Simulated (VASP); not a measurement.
A run of VASP 6.6.1 is set up as follows.

File INCAR:

```
  PREC = Accurate
  ENCUT = 520
  EDIFF = 1E-7
  ISMEAR = -1
  SIGMA = 0.02
  LREAL = F
  LASPH = T
  NELM = 80
  ALGO = Normal
  ISIF = 2
  LWAVE = F
  LCHARG = T
  GGA = PE
  LELF = T
  LVHAR = T
  NBANDS = 24
```

KPOINTS

```
Automatic mesh
0
Gamma
  6 6 6
```

File POSCAR:

```
KMgF3
1.0
    3.9859000000      0.0000000000      0.0000000000
    0.0000000000      3.9859000000      0.0000000000
    0.0000000000      0.0000000000      3.9859000000
K Mg F
1 1 3
Direct
    0.5000000000      0.5000000000      0.5000000000
    0.0000000000      0.0000000000      0.0000000000
    0.5000000000      0.0000000000      0.0000000000
    0.0000000000      0.5000000000      0.0000000000
    0.0000000000      0.0000000000      0.5000000000
```

Potentials or basis: VASP PAW PBE potentials, release 64 (K_sv, Mg, F).

The run is started by

```console
$ cat potpaw_PBE.64/K_sv/POTCAR potpaw_PBE.64/Mg/POTCAR potpaw_PBE.64/F/POTCAR > POTCAR
$ mpirun -np 1 vasp_std > vasp.out
```

Predict the band gap on the k mesh.

7.31 eV, indirect (least direct gap 7.63 eV).

Estimate the pressure.

3.4 GPa.

A k mesh can miss the band edges. PBE gaps usually lie below the measured ones, often by a third to a half.
